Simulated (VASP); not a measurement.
# Au (P6_3/mmc) in VASP: further runs

The runs below take Au through single point, with PBEsol.

All numbers are computed with VASP 6.6.1; they aren't measurements. Logs are shortened: lines on timing, memory, paths and dates and some standing lists are left out, and cuts for length are marked.

### Step 1. The cell of the first run

Symmetry: P6_3/mmc, No. 194, hexagonal system. Conventional cell: a = 2.841 Å, b = 2.841 Å, c = 4.781 Å, α = 90.00°, β = 90.00°, γ = 120.00°. Au (site symmetry -6m2) has 12 Au at 2.84 to 2.90 Å within 3.7 Å.

### Step 2. Single point, PBEsol (volume scaled by 0.9405)

INCAR reads:

```
SYSTEM = Au
PREC     = Accurate       ! precision mode
ENCUT    = 520            ! plane-wave cutoff, eV
EDIFF    = 1E-6           ! SCF threshold, eV
ISMEAR   = -1             ! smearing method
SIGMA    = 0.03           ! smearing width, eV
LREAL    = .False.        ! projectors in reciprocal space
LASPH    = .True.         ! aspherical terms in the spheres
NELM     = 80             ! most SCF steps
ALGO     = Normal         ! electronic algorithm
ISIF     = 2              ! what is computed and relaxed
LWAVE    = .False.        ! write WAVECAR
LCHARG   = .False.        ! write CHGCAR
GGA      = PS             ! functional
NBANDS   = 18             ! bands
```

KPOINTS reads:

```
Automatic mesh
0
Gamma
  14 14 8
  0 0 0
```

POSCAR reads:

```
Au
1.0
    2.8413017565      0.0000000000      0.0000000000
   -1.4206508782      2.4606395010      0.0000000000
    0.0000000000      0.0000000000      4.7812276454
Au
2
Direct
    0.3333333333      0.6666666667      0.7500000000
    0.6666666667      0.3333333333      0.2500000000
```

Potentials or basis: VASP PAW PBE potentials, release 64 (Au).

Command:

```sh
> cat potpaw_PBE.64/Au/POTCAR > POTCAR
> mpirun -np 1 vasp_std > vasp.out
```

OUTCAR:

```text
SYSTEM = Au
   PREC = Accurate
   ENCUT = 520
   EDIFF = 1E-6
   ISMEAR = -1
   LREAL = .False.
   LASPH = .True.
   NELM = 80
   ISIF = 2
   GGA = PS

 ion  position               nearest neighbor table
   1  0.333  0.667  0.750-   2 2.90   2 2.90   2 2.90   2 2.90   2 2.90   2 2.90
   2  0.667  0.333  0.250-   1 2.90   1 2.90   1 2.90   1 2.90   1 2.90   1 2.90

  LATTYP: Found a hexagonal cell.
 ALAT       =     2.8413017565
 C/A-ratio  =     1.6827595430

  Lattice vectors:

 A1 = (   2.8413017565,   0.0000000000,   0.0000000000)
 A2 = (  -1.4206508782,   2.4606395010,   0.0000000000)
 A3 = (   0.0000000000,   0.0000000000,   4.7812276454)

Analysis of symmetry for initial positions (statically):
=====================================================================
 Subroutine PRICEL returns:
 Original cell was already a primitive cell.

 Routine SETGRP: Setting up the symmetry group for a
 hexagonal supercell.

 Subroutine GETGRP returns: Found 24 space group operations
 (whereof 12 operations were pure point group operations)
 out of a pool of 24 trial point group operations.

The static configuration has the point symmetry D_3d.
 The point group associated with its full space group is D_6h.

Analysis of symmetry for dynamics (positions and initial velocities):
=====================================================================
 Subroutine PRICEL returns:
 Original cell was already a primitive cell.

 Routine SETGRP: Setting up the symmetry group for a
 hexagonal supercell.

 Subroutine GETGRP returns: Found 24 space group operations
 (whereof 12 operations were pure point group operations)
 out of a pool of 24 trial point group operations.

The dynamic configuration has the point symmetry D_3d.
 The point group associated with its full space group is D_6h.

 Subroutine INISYM returns: Found 24 space group operations
 (whereof 12 operations are pure point group operations),
 and found     1 'primitive' translations

----------------------------------------------------------------------------------------

                                     Primitive cell

  volume of cell :      33.4276

  direct lattice vectors                    reciprocal lattice vectors
     2.841301757  0.000000000  0.000000000     0.351951354  0.203199209  0.000000000
    -1.420650878  2.460639501  0.000000000     0.000000000  0.406398418  0.000000000
     0.000000000  0.000000000  4.781227645     0.000000000  0.000000000  0.209151305

  length of vectors
     2.841301757  2.841301757  4.781227645     0.406398418  0.406398418  0.209151305

  position of ions in fractional coordinates (direct lattice)
     0.333333333  0.666666667  0.750000000
     0.666666667  0.333333333  0.250000000

  ion indices of the primitive-cell ions
   primitive index   ion index
                 1           1
                 2           2

----------------------------------------------------------------------------------------

 KPOINTS: Automatic mesh

Automatic generation of k-mesh.
 Grid dimensions read from file:
 generate k-points for:   14   14    8

 Generating k-lattice:

  Cartesian coordinates                     Fractional coordinates (reciprocal lattice)
     0.025139382  0.014514229  0.000000000     0.071428571  0.000000000  0.000000000
     0.000000000  0.029028458  0.000000000     0.000000000  0.071428571  0.000000000
     0.000000000  0.000000000  0.026143913     0.000000000  0.000000000  0.125000000

  Length of vectors
     0.029028458  0.029028458  0.026143913

  Shift w.r.t. Gamma in fractional coordinates (k-lattice)
     0.000000000  0.000000000  0.000000000

 Subroutine IBZKPT returns following result:
 ===========================================

 Found    120 irreducible k-points:

 Following reciprocal coordinates:
            Coordinates               Weight
  0.000000  0.000000  0.000000      1.000000
  0.071429  0.000000  0.000000      6.000000
  0.142857  0.000000  0.000000      6.000000
  0.214286  0.000000  0.000000      6.000000
  0.285714  0.000000  0.000000      6.000000
  0.357143 -0.000000  0.000000      6.000000
[... 16 lines left out ...]
  0.285714  0.285714  0.000000      6.000000
  0.357143  0.285714  0.000000      6.000000
 [... further k-points ...]
   k-points           NKPTS =    120   k-points in BZ     NKDIM =    120   number of bands    NBANDS=     18
   number of dos      NEDOS =    301   number of ions     NIONS =      2
   total plane-waves  NPLWV =  20736
   dimension x,y,z NGX =    24 NGY =   24 NGZ =   36
   dimension x,y,z NGXF=    48 NGYF=   48 NGZF=   72
   ions per type =               2
   NGX,Y,Z   is equivalent  to a cutoff of  14.04, 14.04, 12.52 a.u.
   NGXF,Y,Z  is equivalent  to a cutoff of  28.09, 28.09, 25.03 a.u.
 SYSTEM =  Au
   PREC   = accura    normal or accurate (medium, high low for compatibility)
   ISTART =      0    job   : 0-new  1-cont  2-samecut
   ICHARG =      2    charge: 1-file 2-atom 10-const
   ISPIN  =      1    spin polarized calculation?
   LNONCOLLINEAR =      F non collinear calculations
   LSORBIT =      F    spin-orbit coupling
   LASPH  =      T    aspherical Exc in radial PAW
   ENCUT  =  520.0 eV  38.22 Ry    6.18 a.u.   5.28  5.28  8.89*2*pi/ulx,y,z
   NELM   =     80;   NELMIN=  2; NELMDL= -5     # of ELM steps
   EDIFF  = 0.1E-05   stopping-criterion for ELM
   LREAL  =      F    real-space projection
   EDIFFG = 0.1E-04   stopping-criterion for IOM
   NSW    =      0    number of steps for IOM
   IBRION =     -1    ionic relax: 0-MD 1-quasi-New 2-CG
   NFREE  =      0    steps in history (QN), initial steepest desc. (CG)
   ISIF   =      2    stress and relaxation
   ISYM   =      2    0-nonsym 1-usesym 2-fastsym
   POTIM  = 0.5000    time-step for ionic-motion
   TEBEG  =    0.0;   TEEND  =   0.0 temperature during run
   PSTRESS=    0.0 pullay stress
   NELECT =      22.0000    total number of electrons
   NUPDOWN=      -1.0000    fix difference up-down
   EMIN   =  10.00;   EMAX   =-10.00  energy-range for DOS
   EFERMI =   0.00;   METHOD = LEGACY
   ISMEAR =    -1;   SIGMA  =   0.03  broadening in eV -4-tet -1-fermi 0-gaus
   EFERMI_NEDOS =   21; number of points for ismear=-14 and -15
   IALGO  =     38    algorithm
   IMIX   =      4    mixing-type and parameters
     AMIX     =   0.40;   BMIX     =  1.00
     AMIX_MAG =   1.60;   BMIX_MAG =  1.00
  volume/ion in A,a.u.               =      16.71       112.79
  Fermi-wavevector in a.u.,A,eV,Ry     =   1.424014  2.690995 27.590094  2.027815
  Thomas-Fermi vector in A             =   2.544550
   LORBIT       =      0    0 simple, 1 ext, 2 COOP (PROOUT), +10 PAW based schemes
   GGA     = PS    functional components
   LHFCALC =     F    Hartree Fock is set to
   AEXX    =    0.0000 exact exchange contribution
   IVDW    =     0    specifies the selected vdW correction
   LEPSILON=     F    determine dielectric tensor
   LRPA    =     F    only Hartree local field effects (RPA)
 non-spin polarized calculation
  energy-cutoff  :      520.00
  volume of cell :       33.43
 maximum number of plane-waves:       914
 NGX is ok and might be reduce to    24
   NGX = 11   NGY = 11   NGZ = 17

 number of electron      22.0000000 magnetization

 Free energy of the ion-electron system (eV)
  ---------------------------------------------------
  ext. energy  EPLUGINS =         0.00000000
  ---------------------------------------------------
  free energy    TOTEN  =        -7.81750483 eV

  energy without entropy =       -7.81378771  energy(sigma->0) =       -7.81564627

 E-fermi :   9.5870     XC(G=0): -13.0002

 val. band max:        9.5255500638   @ k =   0.2857   0.2143   0.1250
 cond. band min:       9.5933170467   @ k =   0.1429   0.0000   0.1250
 fundamental gap:      0.0677669830
 Fermi energy:         9.5869518419

 k-point     1 :       0.0000    0.0000    0.0000
  band No.  band energies     occupation
      1      -0.5253      2.00000
      2       1.9901      2.00000
      3       4.6157      2.00000
      4       4.9206      2.00000
      5       4.9206      2.00000
      6       5.2443      2.00000
[... 10 lines left out ...]
     17      28.3202      0.00000
     18      28.3202      0.00000

 k-point     2 :       0.0714    0.0000    0.0000
  band No.  band energies     occupation
      1      -0.3598      2.00000
      2       2.1290      2.00000
      3       4.5597      2.00000
      4       4.9628      2.00000
      5       5.0334      2.00000
      6       5.1837      2.00000
[... 10 lines left out ...]
     17      27.4509      0.00000
     18      27.6024      0.00000

 k-point     3 :       0.1429    0.0000    0.0000
  band No.  band energies     occupation
      1       0.1183      2.00000
      2       2.4988      2.00000
      3       4.3929      2.00000
      4       4.9572      2.00000
      5       5.2269      2.00000
      6       5.3301      2.00000
[... 10 lines left out ...]
     17      26.0458      0.00000
     18      27.4960      0.00000

 k-point     4 :       0.2143    0.0000    0.0000
  band No.  band energies     occupation
      1       0.8409      2.00000
      2       2.8949      2.00000
      3       4.3042      2.00000
      4       4.5915      2.00000
      5       4.7760      2.00000
      6       5.5173      2.00000
[... 10 lines left out ...]
     17      26.3959      0.00000
     18      26.8331      0.00000

 k-point     5 :       0.2857    0.0000    0.0000
  band No.  band energies     occupation
      1       1.6453      2.00000
      2       2.9615      2.00000
      3       3.9520      2.00000
      4       4.5380      2.00000
      5       4.7792      2.00000
      6       5.2956      2.00000
[... 10 lines left out ...]
     17      24.6753      0.00000
     18      26.3523      0.00000

 k-point     6 :       0.3571   -0.0000    0.0000
  band No.  band energies     occupation
      1       2.2442      2.00000
      2       2.7908      2.00000
      3       3.4789      2.00000
      4       4.8301      2.00000
      5       5.1134      2.00000
      6       5.2137      2.00000
[... 10 lines left out ...]
     17      22.9790      0.00000
     18      25.4127      0.00000

 k-point     7 :       0.4286    0.0000    0.0000
  band No.  band energies     occupation
      1       2.4891      2.00000
      2       2.6317      2.00000
      3       3.1902      2.00000
      4       4.9948      2.00000
      5       5.1395      2.00000
      6       5.2126      2.00000
[... 10 lines left out ...]
     17      21.8786      0.00000
     18      24.7310      0.00000

 k-point     8 :       0.5000    0.0000    0.0000
  band No.  band energies     occupation
      1       2.5323      2.00000
      2       2.5776      2.00000
      3       3.0932      2.00000
      4       4.9537      2.00000
      5       5.0904      2.00000
      6       5.3900      2.00000
[... 10 lines left out ...]
     17      21.3611      0.00000
     18      24.4951      0.00000
[... 229 lines left out ...]
     17      21.5632      0.00000
     18      23.9616      0.00000

 k-point    20 :       0.2143    0.2143    0.0000
  band No.  band energies     occupation
      1       2.8137      2.00000
      2       3.5687      2.00000
      3       3.6978      2.00000
      4       3.8139      2.00000
      5       4.7060      2.00000
      6       5.0763      2.00000
[... 10 lines left out ...]
     17      23.7843      0.00000
     18      24.6006      0.00000

 k-point    21 :       0.2857    0.2143    0.0000
  band No.  band energies     occupation
      1       3.2445      2.00000
      2       3.3483      2.00000
      3       3.5403      2.00000
      4       4.2730      2.00000
      5       4.6490      2.00000
      6       5.2173      2.00000
[... 10 lines left out ...]
     17      22.9273      0.00000
     18      23.6576      0.00000

 k-point    22 :       0.3571    0.2143    0.0000
  band No.  band energies     occupation
      1       3.2328      2.00000
      2       3.3630      2.00000
      3       3.4193      2.00000
      4       4.6994      2.00000
      5       4.7231      2.00000
      6       4.9979      2.00000
[... 10 lines left out ...]
     17      21.7868      0.00000
     18      23.0342      0.00000

 k-point    23 :       0.2857    0.2857    0.0000
  band No.  band energies     occupation
      1       3.2718      2.00000
      2       3.5469      2.00000
      3       3.8253      2.00000
      4       4.2917      2.00000
      5       4.6390      2.00000
      6       4.9924      2.00000
[... 10 lines left out ...]
     17      21.5165      0.00000
     18      22.0051      0.00000

 k-point    24 :       0.3571    0.2857    0.0000
  band No.  band energies     occupation
      1       3.2474      2.00000
      2       3.7121      2.00000
      3       3.7639      2.00000
      4       4.4260      2.00000
      5       4.7056      2.00000
      6       4.8399      2.00000
[... 10 lines left out ...]
     17      20.8641      0.00000
     18      21.0550      0.00000

 [... further k-points ...]
[... 5 lines left out ...]
  --------------------------------------------------------------------------------------
  -------------------------------------------------------------------------------------
  Total        0.7333574      0.7333574      0.4898783      0.0000000      0.0000000      0.0000000
  in kB       35.1496899     35.1496899     23.4797798      0.0000000      0.0000000      0.0000000
  external PRESSURE =      31.2597199 kB  Pullay stress =       0.0000000 kB

 VOLUME and BASIS-vectors are now :
 -----------------------------------------------------------------------------
  energy-cutoff  :      520.00
  volume of cell :       33.43
      direct lattice vectors                 reciprocal lattice vectors
     2.841301757  0.000000000  0.000000000     0.351951354  0.203199209  0.000000000
    -1.420650878  2.460639501  0.000000000     0.000000000  0.406398418  0.000000000
     0.000000000  0.000000000  4.781227645     0.000000000  0.000000000  0.209151305

 POSITION                                       TOTAL-FORCE (eV/Angst)
 -----------------------------------------------------------------------------------
     -0.00000      1.64043      3.58592         0.000000     -0.000000      0.000000
      1.42065      0.82021      1.19531        -0.000000      0.000000      0.000000
 -----------------------------------------------------------------------------------
    total drift:                               -0.000000      0.000000     -0.000000

  FREE ENERGIE OF THE ION-ELECTRON SYSTEM (eV)
  ---------------------------------------------------
  free  energy   TOTEN  =        -7.8175048335 eV

  energy  without entropy=       -7.8137877108  energy(sigma->0) =       -7.81564627
```

Run time: 21 s. Hardware: 1 thread of Intel Xeon Platinum 8488C (Sapphire Rapids), shared host; peak memory 0.19 GiB.

Results:

* Free energy: -7.8175 eV
* Pressure: 3.1 GPa
* Band gap on the k mesh: zero (band 11 reaches 13.57 eV, above the bottom of band 12 at 6.92 eV)

Caveat: the PAW data sets were made with another functional, which shifts forces and pressure a little; spin-orbit coupling is left out, which moves the levels of the heavy elements.

### Step 3. Single point, PBEsol (volume scaled by 0.97)

INCAR reads:

```
  PREC = Accurate
  ENCUT = 520
  EDIFF = 1E-7
  ISMEAR = -1
  SIGMA = 0.03
  LREAL = F
  LASPH = T
  NELM = 100
  ALGO = Normal
  ISIF = 2
  LWAVE = F
  LCHARG = F
  GGA = PS
  NBANDS = 18
```

KPOINTS reads:

```
regular mesh
0
Gamma
  14 14 8
```

POSCAR reads:

```
Au
1.0
    2.8707034943      0.0000000000      0.0000000000
   -1.4353517471      2.4861021528      0.0000000000
    0.0000000000      0.0000000000      4.8307037003
Au
2
Direct
    0.3333333333      0.6666666667      0.7500000000
    0.6666666667      0.3333333333      0.2500000000
```

Potentials or basis: VASP PAW PBE potentials, release 64 (Au).

Command:

```sh
> cat potpaw_PBE.64/Au/POTCAR > POTCAR
> mpirun -np 1 vasp_std > vasp.out
```

It took 22 s on 1 thread of Intel Xeon Platinum 8488C (Sapphire Rapids), shared host; peak memory 0.19 GiB.

It converged, with:

```yaml
Free_energy: -7.8206 eV
Pressure: -2.3 GPa
Band_gap_on_the_k_mesh: zero (band 11 reaches 12.94 eV, above the bottom of band 12 at 6.47 eV)
```

Stress tensor (GPa, compression positive):
```
-2.01  0.00  0.00
 0.00 -2.01  0.00
 0.00  0.00 -2.74
```

Levels at points of the mesh, in eV from the Fermi level:
| k point | band 7 | band 8 | band 9 | band 10 | band 11 | band 12 | band 13 | band 14 | band 15 | band 16 |
| --- | --- | --- | --- | --- | --- | --- | --- | --- | --- | --- |
| (0.00, 0.00, 0.00) | -4.19 | -3.48 | -3.48 | -2.14 | -2.14 | -1.15 | 2.60 | 14.59 | 15.66 | 16.76 |
| (0.50, 0.00, 0.00) | -3.66 | -1.92 | -1.82 | -1.65 | 0.37 | 1.57 | 5.69 | 7.22 | 7.26 | 10.31 |
| (0.00, 0.00, 0.50) | -4.53 | -4.53 | -2.60 | -2.60 | -2.60 | -2.60 | 10.49 | 10.49 | 14.89 | 14.89 |
| (0.50, 0.00, 0.50) | -2.38 | -2.38 | -1.72 | -1.72 | 0.45 | 0.45 | 3.92 | 3.92 | 13.13 | 13.13 |

Caveat: the PAW data sets were made with another functional, which shifts forces and pressure a little; spin-orbit coupling is left out, which moves the levels of the heavy elements.
